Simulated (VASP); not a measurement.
# Bi2S3 (P-3m1) in VASP: a series of runs

The runs below take Bi2S3 through single point, with PBE.

Everything below comes from runs of VASP 6.6.1. Logs are shortened: lines on timing, memory, paths and dates and some standing lists are left out, and cuts for length are marked.

## 1. The cell of the first run

Symmetry: P-3m1, No. 164, trigonal system. Conventional cell: a = 4.044 Å, b = 4.044 Å, c = 9.836 Å, α = 90.00°, β = 90.00°, γ = 120.00°. Within 3.6 Å of Bi (site symmetry 3m) lie 6 S at 2.74 to 2.99 Å. Within 3.6 Å of S (site symmetry 3m) lie 3 Bi at 2.74 Å. S (site symmetry -3m) has 6 Bi at 2.99 Å and 12 S at 4.04 to 4.05 Å within 4.1 Å.

## 2. Single point, PBE (27.86 Å³/atom)

INCAR

```
PREC     = Accurate       # precision mode
ENCUT    = 500            # plane-wave cutoff, eV
EDIFF    = 1E-6           # SCF threshold, eV
ISMEAR   = 0              # smearing method
SIGMA    = 0.02           # smearing width, eV
LREAL    = F              # projectors in reciprocal space
LASPH    = T              # aspherical terms in the spheres
NELM     = 120            # most SCF steps
ALGO     = Normal         # electronic algorithm
ISIF     = 2              # what is computed and relaxed
LWAVE    = F              # write WAVECAR
LCHARG   = T              # write CHGCAR
GGA      = PE             # functional
LELF     = T              # ELF
LVHAR    = T            
NBANDS   = 32             # bands
GGA_COMPAT= F
```

KPOINTS

```
regular mesh
0
Gamma
  12 12 4
```

POSCAR

```
Bi2S3
1.0
    4.0437861337      0.0000000000      0.0000000000
   -2.0218930668      3.5020215192      0.0000000000
    0.0000000000      0.0000000000      9.8359994278
Bi S
2 3
Direct
    0.3333333333      0.6666666667      0.1905513590
    0.6666666667      0.3333333333      0.8094486410
    0.3333333333      0.6666666667      0.6632623921
    0.6666666667      0.3333333333      0.3367376079
    0.0000000000      0.0000000000      0.0000000000
```

Potentials or basis: VASP PAW PBE potentials, release 64 (Bi_d, S).

Run with:

```bash
cat potpaw_PBE.64/Bi_d/POTCAR potpaw_PBE.64/S/POTCAR > POTCAR
mpirun -np 1 vasp_std > vasp.out
```

OUTCAR:

```text
PREC = Accurate
   ENCUT = 500
   EDIFF = 1E-6
   ISMEAR = 0
   LREAL = F
   LASPH = T
   NELM = 120
   ISIF = 2
   GGA = PE

 ion  position               nearest neighbor table
   1  0.333  0.667  0.191-   4 2.74   4 2.74   4 2.74   5 2.99   5 2.99   5 2.99
   2  0.667  0.333  0.809-   3 2.74   3 2.74   3 2.74   5 2.99   5 2.99   5 2.99
   3  0.333  0.667  0.663-   2 2.74   2 2.74   2 2.74
   4  0.667  0.333  0.337-   1 2.74   1 2.74   1 2.74
   5  0.000  0.000  0.000-   1 2.99   2 2.99   1 2.99   2 2.99   2 2.99   1 2.99

  LATTYP: Found a hexagonal cell.
 ALAT       =     4.0437861337
 C/A-ratio  =     2.4323737959

  Lattice vectors:

 A1 = (   4.0437861337,   0.0000000000,   0.0000000000)
 A2 = (  -2.0218930668,   3.5020215192,   0.0000000000)
 A3 = (   0.0000000000,   0.0000000000,   9.8359994278)

Analysis of symmetry for initial positions (statically):
=====================================================================
 Subroutine PRICEL returns:
 Original cell was already a primitive cell.

 Routine SETGRP: Setting up the symmetry group for a
 hexagonal supercell.

 Subroutine GETGRP returns: Found 12 space group operations
 (whereof 12 operations were pure point group operations)
 out of a pool of 24 trial point group operations.

The static configuration has the point symmetry D_3d.

Analysis of symmetry for dynamics (positions and initial velocities):
=====================================================================
 Subroutine PRICEL returns:
 Original cell was already a primitive cell.

 Routine SETGRP: Setting up the symmetry group for a
 hexagonal supercell.

 Subroutine GETGRP returns: Found 12 space group operations
 (whereof 12 operations were pure point group operations)
 out of a pool of 24 trial point group operations.

The dynamic configuration has the point symmetry D_3d.

 Subroutine INISYM returns: Found 12 space group operations
 (whereof 12 operations are pure point group operations),
 and found     1 'primitive' translations

----------------------------------------------------------------------------------------

                                     Primitive cell

  volume of cell :     139.2918

  direct lattice vectors                    reciprocal lattice vectors
     4.043786134  0.000000000  0.000000000     0.247292999  0.142774679  0.000000000
    -2.021893067  3.502021519  0.000000000     0.000000000  0.285549359  0.000000000
     0.000000000  0.000000000  9.835999428     0.000000000  0.000000000  0.101667350

[... 92 lines left out ...]
   NSW    =      0    number of steps for IOM
   IBRION =     -1    ionic relax: 0-MD 1-quasi-New 2-CG
   NFREE  =      0    steps in history (QN), initial steepest desc. (CG)
   ISIF   =      2    stress and relaxation
   ISYM   =      2    0-nonsym 1-usesym 2-fastsym
   POTIM  = 0.5000    time-step for ionic-motion
   TEBEG  =    0.0;   TEEND  =   0.0 temperature during run
   PSTRESS=    0.0 pullay stress
   NELECT =      48.0000    total number of electrons
   NUPDOWN=      -1.0000    fix difference up-down
   EMIN   =  10.00;   EMAX   =-10.00  energy-range for DOS
   EFERMI =   0.00;   METHOD = LEGACY
   ISMEAR =     0;   SIGMA  =   0.02  broadening in eV -4-tet -1-fermi 0-gaus
   EFERMI_NEDOS =   21; number of points for ismear=-14 and -15
   IALGO  =     38    algorithm
   IMIX   =      4    mixing-type and parameters
     AMIX     =   0.40;   BMIX     =  1.00
     AMIX_MAG =   1.60;   BMIX_MAG =  1.00
  volume/ion in A,a.u.               =      27.86       188.00
  Fermi-wavevector in a.u.,A,eV,Ry     =   1.147749  2.168930 17.923318  1.317327
  Thomas-Fermi vector in A             =   2.284427
   LORBIT       =      0    0 simple, 1 ext, 2 COOP (PROOUT), +10 PAW based schemes
   GGA     = PE    functional components
   LHFCALC =     F    Hartree Fock is set to
   AEXX    =    0.0000 exact exchange contribution
   IVDW    =     0    specifies the selected vdW correction
   LEPSILON=     F    determine dielectric tensor
   LRPA    =     F    only Hartree local field effects (RPA)
 non-spin polarized calculation
 Gauss-broadening in eV      SIGMA  =   0.02
  energy-cutoff  :      500.00
  volume of cell :      139.29
 maximum number of plane-waves:      3581
 NGX is ok and might be reduce to    30
   NGX = 15   NGY = 15   NGZ = 35

 number of electron      48.0000003 magnetization

 Free energy of the ion-electron system (eV)
  ---------------------------------------------------
  ext. energy  EPLUGINS =         0.00000000
  ---------------------------------------------------
  free energy    TOTEN  =       -21.87822131 eV

  energy without entropy =      -21.87822131  energy(sigma->0) =      -21.87822131

 E-fermi :   4.2528     XC(G=0):  -9.1053

 val. band max:        4.1667255749   @ k =   0.0000   0.0000   0.0000
 cond. band min:       5.1559736982   @ k =   0.0000   0.0000   0.0000
 fundamental gap:      0.9892481234
 Fermi energy:         4.2527880796

 k-point     1 :       0.0000    0.0000    0.0000
  band No.  band energies     occupation
      1     -18.4163      2.00000
      2     -18.4140      2.00000
      3     -18.4140      2.00000
      4     -18.4132      2.00000
      5     -18.4122      2.00000
      6     -18.4122      2.00000
[... 829 lines left out ...]
     31      10.4347      0.00000
     32      11.2080      0.00000

 [... further k-points ...]

------------------------ aborting loop because EDIFF is reached ----------------------------------------

  FORCE on cell =-STRESS in cart. coord.  units (eV):
  Direction    XX          YY          ZZ          XY          YZ          ZX
  --------------------------------------------------------------------------------------
  -------------------------------------------------------------------------------------
  Total        0.4060718      0.4060718      0.3854910      0.0000000      0.0000000     -0.0000000
  in kB        4.6707635      4.6707635      4.4340372      0.0000000      0.0000000     -0.0000000
  external PRESSURE =       4.5918547 kB  Pullay stress =       0.0000000 kB

 VOLUME and BASIS-vectors are now :
 -----------------------------------------------------------------------------
  energy-cutoff  :      500.00
  volume of cell :      139.29
      direct lattice vectors                 reciprocal lattice vectors
     4.043786134  0.000000000  0.000000000     0.247292999  0.142774679  0.000000000
    -2.021893067  3.502021519  0.000000000     0.000000000  0.285549359  0.000000000
     0.000000000  0.000000000  9.835999428     0.000000000  0.000000000  0.101667350

 POSITION                                       TOTAL-FORCE (eV/Angst)
 -----------------------------------------------------------------------------------
     -0.00000      2.33468      1.87426        -0.000000      0.000000     -0.000108
      2.02189      1.16734      7.96174        -0.000000     -0.000000      0.000108
     -0.00000      2.33468      6.52385         0.000000     -0.000000      0.003536
      2.02189      1.16734      3.31215         0.000000      0.000000     -0.003536
      0.00000      0.00000      0.00000         0.000000      0.000000      0.000000
 -----------------------------------------------------------------------------------
    total drift:                               -0.000000      0.000000     -0.000000

  FREE ENERGIE OF THE ION-ELECTRON SYSTEM (eV)
  ---------------------------------------------------
  free  energy   TOTEN  =       -21.8782213094 eV

  energy  without entropy=      -21.8782213094  energy(sigma->0) =      -21.87822131
```

OSZICAR:

```text
N       E                     dE             d eps       ncg     rms          rms(c)
DAV:   1     0.472565514074E+03    0.47257E+03   -0.22347E+04  4416   0.151E+03
DAV:   2     0.352978910065E+02   -0.43727E+03   -0.41758E+03  4552   0.411E+02
DAV:   3    -0.207937609239E+02   -0.56092E+02   -0.53452E+02  5840   0.154E+02
DAV:   4    -0.232397134474E+02   -0.24460E+01   -0.24349E+01  4944   0.339E+01
DAV:   5    -0.233462552620E+02   -0.10654E+00   -0.10652E+00  6616   0.718E+00    0.807E+00
DAV:   6    -0.218454966477E+02    0.15008E+01   -0.23916E+00  6288   0.103E+01    0.606E+00
DAV:   7    -0.218704041764E+02   -0.24908E-01   -0.60260E-01  5048   0.326E+00    0.350E+00
DAV:   8    -0.218770560589E+02   -0.66519E-02   -0.64151E-02  5448   0.163E+00    0.689E-01
DAV:   9    -0.218777313840E+02   -0.67533E-03   -0.29265E-03  6000   0.420E-01    0.319E-01
DAV:  10    -0.218781129509E+02   -0.38157E-03   -0.14138E-03  5240   0.191E-01    0.721E-02
DAV:  11    -0.218781660560E+02   -0.53105E-04   -0.14120E-04  5216   0.716E-02    0.501E-02
DAV:  12    -0.218782174271E+02   -0.51371E-04   -0.83317E-05  5032   0.427E-02    0.241E-02
DAV:  13    -0.218782207557E+02   -0.33286E-05   -0.72406E-06  5016   0.219E-02    0.109E-02
DAV:  14    -0.218782213094E+02   -0.55372E-06   -0.22855E-06  4384   0.758E-03
   1 F= -.21878221E+02 E0= -.21878221E+02  d E =-.177933E-12
```

stdout:

```text
POSCAR found type information on POSCAR BiS
 POSCAR found :  2 types and       5 ions
 scaLAPACK will be used
 LDA part: xc-table for (Slater+PW92), standard interpolation
 POSCAR, INCAR and KPOINTS ok, starting setup
 FFT: planning ... GRIDC
 FFT: planning ... GRID_SOFT
 FFT: planning ... GRID
 WAVECAR not read
 entering main loop
```

Run time: 5.6 min. Hardware: 1 thread of Oxide Virtual Turin-like, shared host; peak memory 0.34 GiB.

What came out:

* Free energy: -21.8782 eV
* Pressure: 0.5 GPa
* Largest force: 0.004 eV/Å
* Band gap on the k mesh: 0.99 eV

Forces on the atoms (eV/Å):
```
Bi   0.000  0.000  0.000
Bi   0.000  0.000  0.000
S    0.000  0.000  0.004
S    0.000  0.000 -0.004
S    0.000  0.000  0.000
```

Levels at points of the mesh, in eV from the valence-band top:
| k point | band 21 | band 22 | band 23 | band 24 | band 25 | band 26 | band 27 | band 28 |
| --- | --- | --- | --- | --- | --- | --- | --- | --- |
| (0.00, 0.00, 0.00) | -1.27 | -1.00 | -1.00 | 0.00 | 0.99 | 2.39 | 2.39 | 2.77 |
| (0.50, 0.00, 0.00) | -1.92 | -1.38 | -1.14 | -0.37 | 1.90 | 3.23 | 3.38 | 3.46 |
| (0.00, 0.00, 0.50) | -1.04 | -1.04 | -0.87 | -0.18 | 0.99 | 2.37 | 2.37 | 2.85 |
| (0.50, 0.00, 0.50) | -1.55 | -1.04 | -0.94 | -0.73 | 1.63 | 3.03 | 3.29 | 3.71 |

Caveat: spin-orbit coupling is left out, which moves the levels of the heavy elements; this functional lacks dispersion, which binds layers or chains, so the pressure and a relaxed spacing across them are unreliable. A k mesh can miss the band edges.

## 3. Single point, PBE (28.75 Å³/atom)

This run uses another cell than the first one, of 28.75 Å³/atom.

INCAR

```
SYSTEM = Bi2S3
  ALGO = Normal
  EDIFF = 1E-6
  ENCUT = 500
  GGA = PE
  GGA_COMPAT = .FALSE.
  ISIF = 2
  ISMEAR = 0
  LASPH = .TRUE.
  LCHARG = .FALSE.
  LREAL = .FALSE.
  LWAVE = .FALSE.
  NBANDS = 32
  NELM = 120
  PREC = Accurate
  SIGMA = 0.02
```

KPOINTS

```
k-points
0
G
  12 12 4
  0 0 0
```

POSCAR

```
Bi2S3
1.0
    4.0508148762      0.0000000000      0.0000000000
   -2.0254074381      3.5081085888      0.0000000000
    0.0000000000      0.0000000000     10.1147217590
Bi S
2 3
Direct
    0.3333333333      0.6666666667      0.1856822220
    0.6666666667      0.3333333333      0.8143177780
    0.3333333333      0.6666666667      0.6722013227
    0.6666666667      0.3333333333      0.3277986773
    0.0000000000      0.0000000000      0.0000000000
```

Potentials or basis: VASP PAW PBE potentials, release 64 (Bi_d, S).

Run with:

```bash
cat potpaw_PBE.64/Bi_d/POTCAR potpaw_PBE.64/S/POTCAR > POTCAR
mpirun -np 1 vasp_std > vasp.out
```

OUTCAR:

```text
SYSTEM = Bi2S3
   EDIFF = 1E-6
   ENCUT = 500
   GGA = PE
   ISIF = 2
   ISMEAR = 0
   LASPH = .TRUE.
   LREAL = .FALSE.
   NELM = 120
   PREC = Accurate

 ion  position               nearest neighbor table
   1  0.333  0.667  0.186-   4 2.75   4 2.75   4 2.75   5 3.00   5 3.00   5 3.00
   2  0.667  0.333  0.814-   3 2.75   3 2.75   3 2.75   5 3.00   5 3.00   5 3.00
   3  0.333  0.667  0.672-   2 2.75   2 2.75   2 2.75
   4  0.667  0.333  0.328-   1 2.75   1 2.75   1 2.75
   5  0.000  0.000  0.000-   1 3.00   2 3.00   1 3.00   2 3.00   2 3.00   1 3.00

  LATTYP: Found a hexagonal cell.
 ALAT       =     4.0508148762
 C/A-ratio  =     2.4969597644

  Lattice vectors:

 A1 = (   4.0508148762,   0.0000000000,   0.0000000000)
 A2 = (  -2.0254074381,   3.5081085888,   0.0000000000)
 A3 = (   0.0000000000,   0.0000000000,  10.1147217590)

Analysis of symmetry for initial positions (statically):
=====================================================================
 Subroutine PRICEL returns:
 Original cell was already a primitive cell.

 Routine SETGRP: Setting up the symmetry group for a
 hexagonal supercell.

 Subroutine GETGRP returns: Found 12 space group operations
 (whereof 12 operations were pure point group operations)
 out of a pool of 24 trial point group operations.

The static configuration has the point symmetry D_3d.

Analysis of symmetry for dynamics (positions and initial velocities):
=====================================================================
 Subroutine PRICEL returns:
 Original cell was already a primitive cell.

 Routine SETGRP: Setting up the symmetry group for a
[... 126 lines left out ...]
   EFERMI =   0.00;   METHOD = LEGACY
   ISMEAR =     0;   SIGMA  =   0.02  broadening in eV -4-tet -1-fermi 0-gaus
   EFERMI_NEDOS =   21; number of points for ismear=-14 and -15
   IALGO  =     38    algorithm
   IMIX   =      4    mixing-type and parameters
     AMIX     =   0.40;   BMIX     =  1.00
     AMIX_MAG =   1.60;   BMIX_MAG =  1.00
  volume/ion in A,a.u.               =      28.75       194.00
  Fermi-wavevector in a.u.,A,eV,Ry     =   1.135792  2.146336 17.551833  1.290023
  Thomas-Fermi vector in A             =   2.272497
   LORBIT       =      0    0 simple, 1 ext, 2 COOP (PROOUT), +10 PAW based schemes
   GGA     = PE    functional components
   LHFCALC =     F    Hartree Fock is set to
   AEXX    =    0.0000 exact exchange contribution
   IVDW    =     0    specifies the selected vdW correction
   LEPSILON=     F    determine dielectric tensor
   LRPA    =     F    only Hartree local field effects (RPA)
 non-spin polarized calculation
 Gauss-broadening in eV      SIGMA  =   0.02
  energy-cutoff  :      500.00
  volume of cell :      143.74
 maximum number of plane-waves:      3685
 NGX is ok and might be reduce to    30
   NGX = 15   NGY = 15   NGZ = 37

 number of electron      47.9999996 magnetization

 Free energy of the ion-electron system (eV)
  ---------------------------------------------------
  ext. energy  EPLUGINS =         0.00000000
  ---------------------------------------------------
  free energy    TOTEN  =       -21.88719294 eV

  energy without entropy =      -21.88719294  energy(sigma->0) =      -21.88719294

 E-fermi :   3.9199     XC(G=0):  -8.9157

 val. band max:        3.7488182745   @ k =   0.1667   0.0000   0.5000
 cond. band min:       4.8164872620   @ k =   0.0000   0.0000   0.0000
 fundamental gap:      1.0676689875
 Fermi energy:         3.9199120224

 k-point     1 :       0.0000    0.0000    0.0000
  band No.  band energies     occupation
      1     -18.7442      2.00000
      2     -18.7412      2.00000
      3     -18.7412      2.00000
      4     -18.7412      2.00000
      5     -18.7395      2.00000
      6     -18.7395      2.00000
[... 829 lines left out ...]
     31      10.1035      0.00000
     32      10.8577      0.00000

 [... further k-points ...]

------------------------ aborting loop because EDIFF is reached ----------------------------------------

  FORCE on cell =-STRESS in cart. coord.  units (eV):
  Direction    XX          YY          ZZ          XY          YZ          ZX
  --------------------------------------------------------------------------------------
  -------------------------------------------------------------------------------------
  Total        0.1029160      0.1029160      0.0646970      0.0000000      0.0000000      0.0000000
  in kB        1.1471603      1.1471603      0.7211494      0.0000000      0.0000000      0.0000000
  external PRESSURE =       1.0051567 kB  Pullay stress =       0.0000000 kB

 VOLUME and BASIS-vectors are now :
 -----------------------------------------------------------------------------
  energy-cutoff  :      500.00
  volume of cell :      143.74
      direct lattice vectors                 reciprocal lattice vectors
     4.050814876  0.000000000  0.000000000     0.246863910  0.142526945  0.000000000
    -2.025407438  3.508108589  0.000000000     0.000000000  0.285053890  0.000000000
     0.000000000  0.000000000 10.114721759     0.000000000  0.000000000  0.098865794

 POSITION                                       TOTAL-FORCE (eV/Angst)
 -----------------------------------------------------------------------------------
     -0.00000      2.33874      1.87812         0.000000     -0.000000      0.002044
      2.02541      1.16937      8.23660        -0.000000      0.000000     -0.002044
     -0.00000      2.33874      6.79913         0.000000      0.000000      0.004846
      2.02541      1.16937      3.31559        -0.000000     -0.000000     -0.004846
      0.00000      0.00000      0.00000        -0.000000      0.000000      0.000000
 -----------------------------------------------------------------------------------
    total drift:                               -0.000000      0.000000      0.000000

  FREE ENERGIE OF THE ION-ELECTRON SYSTEM (eV)
  ---------------------------------------------------
  free  energy   TOTEN  =       -21.8871929396 eV

  energy  without entropy=      -21.8871929396  energy(sigma->0) =      -21.88719294
```

Run time: 5.7 min. Hardware: 1 thread of Oxide Virtual Turin-like, shared host; peak memory 0.36 GiB.

What came out:

```yaml
Free_energy: -21.8872 eV
Pressure: 0.1 GPa
Largest_force: 0.005 eV/Å
Band_gap_on_the_k_mesh: 1.07 eV (least direct gap 1.11 eV)
```

Forces in eV/Å, atoms in the order of the input:
```
Bi   0.000  0.000  0.002
Bi   0.000  0.000 -0.002
S    0.000  0.000  0.005
S    0.000  0.000 -0.005
S    0.000  0.000  0.000
```

Levels at points of the mesh, in eV from the valence-band top:
```tsv
k point	band 22	band 23	band 24	band 25	band 26	band 27
(0.00, 0.00, 0.00)	-0.91	-0.91	-0.04	1.07	2.48	2.48
(0.50, 0.00, 0.00)	-1.20	-1.02	-0.33	1.96	3.29	3.46
(0.00, 0.00, 0.50)	-0.93	-0.72	-0.21	1.07	2.47	2.47
(0.50, 0.00, 0.50)	-0.96	-0.89	-0.59	1.76	3.15	3.36
```

Caveat: spin-orbit coupling is left out, which moves the levels of the heavy elements; this functional lacks dispersion, which binds layers or chains, so the pressure and a relaxed spacing across them are unreliable.
